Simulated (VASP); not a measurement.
# C in VASP: a series of runs

C is run at these levels: PBEsol; tasks: single point.

Everything below comes from runs of VASP 6.6.1. Logs are shortened: lines on timing, memory, paths and dates and some standing lists are left out, and cuts for length are marked.

## 1. The cell of the first run

It takes space group Cmme (No. 67, orthorhombic). The conventional cell has a = 2.456 Å, b = 4.254 Å, c = 7.173 Å, α = 90.00°, β = 90.00°, γ = 90.00°. C (site symmetry m) has 3 C at 1.42 Å within 1.9 Å.

## 2. Single point, PBEsol, collinear spin

File INCAR:

```
SYSTEM = C
ALGO = Normal ; EDIFF = 1E-6
ENCUT = 600 ; GGA = PS
GGA_COMPAT = .False. ; ISIF = 2
ISMEAR = 0 ; ISPIN = 2
LASPH = .True. ; LCHARG = .False.
LORBIT = 11 ; LREAL = .False.
LWAVE = .False. ; MAGMOM = 1 1 1 1
NBANDS = 20 ; NELM = 200
PREC = Accurate ; SIGMA = 0.1
```

File KPOINTS:

```
k-points
0
Gamma
  12 12 4
  0 0 0
```

File POSCAR:

```
C
1.0
    1.2280479700     -2.1270618200      0.0000000000
    1.2280479700      2.1270618200      0.0000000000
    0.0000000000      0.0000000000      7.1732677600
C
4
Direct
    0.0833794600      0.9166205400      0.7531376000
    0.5833794600      0.4166205400      0.2468624000
    0.9166205400      0.0833794600      0.2468624000
    0.4166205400      0.5833794600      0.7531376000
```

Potentials or basis: VASP PAW PBE potentials, release 64 (C).

The run is started by

```console
> cat potpaw_PBE.64/C/POTCAR > POTCAR
> mpirun -np 1 vasp_std > vasp.out
```

OUTCAR:

```text
SYSTEM = C
   EDIFF = 1E-6
   ENCUT = 600
   GGA = PS
   ISIF = 2
   ISMEAR = 0
   ISPIN = 2
   LASPH = .True.
   LORBIT = 11
   LREAL = .False.
   NELM = 200
   PREC = Accurate

 ion  position               nearest neighbor table
   1  0.083  0.917  0.753-   4 1.42   4 1.42   4 1.42
   2  0.583  0.417  0.247-   3 1.42   3 1.42   3 1.42
   3  0.917  0.083  0.247-   2 1.42   2 1.42   2 1.42
   4  0.417  0.583  0.753-   1 1.42   1 1.42   1 1.42

  LATTYP: Found a hexagonal cell.
 ALAT       =     2.4561135566
 C/A-ratio  =     2.9205765918

  Lattice vectors:

 A1 = (   1.2280479700,  -2.1270618200,   0.0000000000)
 A2 = (   1.2280479700,   2.1270618200,   0.0000000000)
 A3 = (   0.0000000000,   0.0000000000,   7.1732677600)

Analysis of symmetry for initial positions (statically):
=====================================================================
 Subroutine PRICEL returns:
 Original cell was already a primitive cell.

 Routine SETGRP: Setting up the symmetry group for a
 hexagonal supercell.

 Subroutine GETGRP returns: Found  8 space group operations
 (whereof  4 operations were pure point group operations)
 out of a pool of 24 trial point group operations.

The static configuration has the point symmetry C_2h.
 The point group associated with its full space group is D_2h.

Analysis of symmetry for dynamics (positions and initial velocities):
=====================================================================
 Subroutine PRICEL returns:
 Original cell was already a primitive cell.

 Routine SETGRP: Setting up the symmetry group for a
 hexagonal supercell.

 Subroutine GETGRP returns: Found  8 space group operations
 (whereof  4 operations were pure point group operations)
 out of a pool of 24 trial point group operations.

The dynamic configuration has the point symmetry C_2h.
 The point group associated with its full space group is D_2h.

Analysis of structural, dynamic, and magnetic symmetry:
=====================================================================
 Subroutine PRICEL returns:
 Original cell was already a primitive cell.

 Routine SETGRP: Setting up the symmetry group for a
 hexagonal supercell.

 Subroutine GETGRP returns: Found  8 space group operations
 (whereof  4 operations were pure point group operations)
 out of a pool of 24 trial point group operations.

The overall configuration has the point symmetry C_2h.
 The point group associated with its full space group is D_2h.

 Subroutine INISYM returns: Found  8 space group operations
 (whereof  4 operations are pure point group operations),
 and found     1 'primitive' translations

----------------------------------------------------------------------------------------

                                     Primitive cell

  volume of cell :      37.4751

  direct lattice vectors                    reciprocal lattice vectors
     1.228047970 -2.127061820  0.000000000     0.407150219 -0.235066041  0.000000000
     1.228047970  2.127061820  0.000000000     0.407150219  0.235066041  0.000000000
     0.000000000  0.000000000  7.173267760     0.000000000  0.000000000  0.139406479

  length of vectors
     2.456113557  2.456113557  7.173267760     0.470135453  0.470135453  0.139406479

  position of ions in fractional coordinates (direct lattice)
     0.083379460  0.916620540  0.753137600
     0.583379460  0.416620540  0.246862400
     0.916620540  0.083379460  0.246862400
     0.416620540  0.583379460  0.753137600

  ion indices of the primitive-cell ions
   primitive index   ion index
                 1           1
                 2           2
                 3           3
                 4           4

----------------------------------------------------------------------------------------

 KPOINTS: k-points

Automatic generation of k-mesh.
 Grid dimensions read from file:
 generate k-points for:   12   12    4

 Generating k-lattice:

  Cartesian coordinates                     Fractional coordinates (reciprocal lattice)
     0.033929185 -0.019588837  0.000000000     0.083333333 -0.000000000  0.000000000
     0.033929185  0.019588837  0.000000000    -0.000000000  0.083333333  0.000000000
     0.000000000  0.000000000  0.034851620     0.000000000  0.000000000  0.250000000

  Length of vectors
     0.039177954  0.039177954  0.034851620

  Shift w.r.t. Gamma in fractional coordinates (k-lattice)
     0.000000000  0.000000000  0.000000000

 Subroutine IBZKPT returns following result:
 ===========================================

 Found    129 irreducible k-points:

 Following reciprocal coordinates:
            Coordinates               Weight
  0.000000  0.000000  0.000000      1.000000
  0.083333  0.000000  0.000000      4.000000
 -0.083333  0.083333  0.000000      2.000000
  0.166667  0.000000  0.000000      4.000000
 -0.166667  0.166667  0.000000      2.000000
  0.250000  0.000000  0.000000      4.000000
[... 16 lines left out ...]
 -0.083333  0.416667  0.000000      4.000000
 -0.416667  0.333333  0.000000      4.000000
 [... further k-points ...]
   k-points           NKPTS =    129   k-points in BZ     NKDIM =    129   number of bands    NBANDS=     20
   number of dos      NEDOS =    301   number of ions     NIONS =      4
   total plane-waves  NPLWV =  24000
   dimension x,y,z NGX =    20 NGY =   20 NGZ =   60
   dimension x,y,z NGXF=    40 NGYF=   40 NGZF=  120
   ions per type =               4
   NGX,Y,Z   is equivalent  to a cutoff of  13.54, 13.54, 13.91 a.u.
   NGXF,Y,Z  is equivalent  to a cutoff of  27.07, 27.07, 27.81 a.u.
 SYSTEM =  C
   PREC   = accura    normal or accurate (medium, high low for compatibility)
   ISTART =      0    job   : 0-new  1-cont  2-samecut
   ICHARG =      2    charge: 1-file 2-atom 10-const
   ISPIN  =      2    spin polarized calculation?
   LNONCOLLINEAR =      F non collinear calculations
   LSORBIT =      F    spin-orbit coupling
   LASPH  =      T    aspherical Exc in radial PAW
   ENCUT  =  600.0 eV  44.10 Ry    6.64 a.u.   4.91  4.91 14.33*2*pi/ulx,y,z
   NELM   =    200;   NELMIN=  2; NELMDL= -5     # of ELM steps
   EDIFF  = 0.1E-05   stopping-criterion for ELM
   LREAL  =      F    real-space projection
[... 7 lines left out ...]
   TEBEG  =    0.0;   TEEND  =   0.0 temperature during run
   PSTRESS=    0.0 pullay stress
   NELECT =      16.0000    total number of electrons
   NUPDOWN=      -1.0000    fix difference up-down
   EMIN   =  10.00;   EMAX   =-10.00  energy-range for DOS
   EFERMI =   0.00;   METHOD = LEGACY
   ISMEAR =     0;   SIGMA  =   0.10  broadening in eV -4-tet -1-fermi 0-gaus
   EFERMI_NEDOS =   21; number of points for ismear=-14 and -15
   IALGO  =     38    algorithm
   IMIX   =      4    mixing-type and parameters
     AMIX     =   0.40;   BMIX     =  1.00
     AMIX_MAG =   1.60;   BMIX_MAG =  1.00
  volume/ion in A,a.u.               =       9.37        63.22
  Fermi-wavevector in a.u.,A,eV,Ry     =   1.232728  2.329519 20.675669  1.519619
  Thomas-Fermi vector in A             =   2.367487
   LORBIT       =     11    0 simple, 1 ext, 2 COOP (PROOUT), +10 PAW based schemes
   GGA     = PS    functional components
   LHFCALC =     F    Hartree Fock is set to
   AEXX    =    0.0000 exact exchange contribution
   IVDW    =     0    specifies the selected vdW correction
   LEPSILON=     F    determine dielectric tensor
   LRPA    =     F    only Hartree local field effects (RPA)
 spin polarized calculation
 Gauss-broadening in eV      SIGMA  =   0.10
  energy-cutoff  :      600.00
  volume of cell :       37.48
 maximum number of plane-waves:      1278
   NGX =  9   NGY =  9   NGZ = 29

 number of electron      15.9999999 magnetization       0.0003786

 number of electron      15.9999999 magnetization      -0.0000836

 Free energy of the ion-electron system (eV)
  ---------------------------------------------------
  ext. energy  EPLUGINS =         0.00000000
  ---------------------------------------------------
  free energy    TOTEN  =       -38.57917858 eV

  energy without entropy =      -38.57816222  energy(sigma->0) =      -38.57867040

 E-fermi :   4.0966     XC(G=0): -10.0948

 val. band max:        4.0853352592   @ k =   0.3333   0.3333   0.5000
 cond. band min:       4.1099687560   @ k =   0.3333   0.3333   0.5000
 fundamental gap:      0.0246334969
 Fermi energy:         4.0966098853

 spin component 1

 k-point     1 :       0.0000    0.0000    0.0000
  band No.  band energies     occupation
      1     -15.5539      1.00000
      2     -15.3729      1.00000
      3      -4.2941      1.00000
      4      -2.8785      1.00000
      5       1.1065      1.00000
      6       1.1128      1.00000
[... 12 lines left out ...]
     19      19.4687      0.00000
[... 513 lines left out ...]
      4      -6.4884      1.00000
      5      -2.4906      1.00000
      6      -2.4555      1.00000
[... 12 lines left out ...]
     19      21.8561      0.00000
     20      22.6084      0.00000

 [... further k-points ...]

 spin component 2

 k-point     1 :       0.0000    0.0000    0.0000
  band No.  band energies     occupation
      1     -15.5539      1.00000
      2     -15.3729      1.00000
      3      -4.2942      1.00000
      4      -2.8785      1.00000
      5       1.1066      1.00000
      6       1.1129      1.00000
[... 12 lines left out ...]
     19      19.4688      0.00000
[... 513 lines left out ...]
      4      -6.4884      1.00000
      5      -2.4906      1.00000
      6      -2.4554      1.00000
[... 12 lines left out ...]
     19      21.8562      0.00000
     20      22.6084      0.00000

 [... further k-points ...]

------------------------ aborting loop because EDIFF is reached ----------------------------------------

  FORCE on cell =-STRESS in cart. coord.  units (eV):
  Direction    XX          YY          ZZ          XY          YZ          ZX
  --------------------------------------------------------------------------------------
  -------------------------------------------------------------------------------------
  Total        0.4659898      0.4146165     -0.0282626      0.0000000      0.0000000      0.0000000
  in kB       19.9225313     17.7261618     -1.2083167      0.0000000      0.0000000      0.0000000
  external PRESSURE =      12.1467921 kB  Pullay stress =       0.0000000 kB

 VOLUME and BASIS-vectors are now :
 -----------------------------------------------------------------------------
  energy-cutoff  :      600.00
  volume of cell :       37.48
      direct lattice vectors                 reciprocal lattice vectors
     1.228047970 -2.127061820  0.000000000     0.407150219 -0.235066041  0.000000000
     1.228047970  2.127061820  0.000000000     0.407150219  0.235066041  0.000000000
     0.000000000  0.000000000  7.173267760     0.000000000  0.000000000  0.139406479

 POSITION                                       TOTAL-FORCE (eV/Angst)
 -----------------------------------------------------------------------------------
      1.22805      1.77236      5.40246         0.000000      0.024649     -0.003222
      1.22805     -0.35471      1.77081         0.000000      0.024649      0.003222
      1.22805     -1.77236      1.77081         0.000000     -0.024649      0.003222
      1.22805      0.35471      5.40246         0.000000     -0.024649     -0.003222
 -----------------------------------------------------------------------------------
    total drift:                                0.000000      0.000000      0.000000

  FREE ENERGIE OF THE ION-ELECTRON SYSTEM (eV)
  ---------------------------------------------------
  free  energy   TOTEN  =       -38.5791785845 eV

  energy  without entropy=      -38.5781622163  energy(sigma->0) =      -38.57867040

 total charge

# of ion       s       p       d       tot
------------------------------------------
    1        0.860   1.794   0.000   2.654
    2        0.860   1.794   0.000   2.654
    3        0.860   1.794   0.000   2.654
    4        0.860   1.794   0.000   2.654
--------------------------------------------------
tot          3.439   7.177   0.000  10.616

 magnetization (x)

# of ion       s       p       d       tot
------------------------------------------
    1        0.000   0.000   0.000   0.000
    2        0.000   0.000   0.000   0.000
    3        0.000   0.000   0.000   0.000
    4        0.000   0.000   0.000   0.000
--------------------------------------------------
tot          0.000   0.000   0.000   0.000
```

Run time: 3.5 min. Hardware: 1 thread of Oxide Virtual Turin-like, shared host; peak memory 0.24 GiB.

What came out:

```
Free energy                                           : -38.5792 eV
Pressure                                              : 1.2 GPa
Largest force                                         : 0.025 eV/Å
Net moment                                            : 0.00 μB per cell
Valence electrons inside the program's atomic spheres : C 2.65
```

Forces in eV/Å, atoms in the order of the input:
```
C    0.000  0.025 -0.003
C    0.000  0.025  0.003
C    0.000 -0.025  0.003
C    0.000 -0.025 -0.003
```

Caveat: this functional lacks dispersion, which binds layers or chains, so the pressure and a relaxed spacing across them are unreliable; the PAW data sets were made with another functional, which shifts forces and pressure a little.

(Continued in part 2 of 2.)
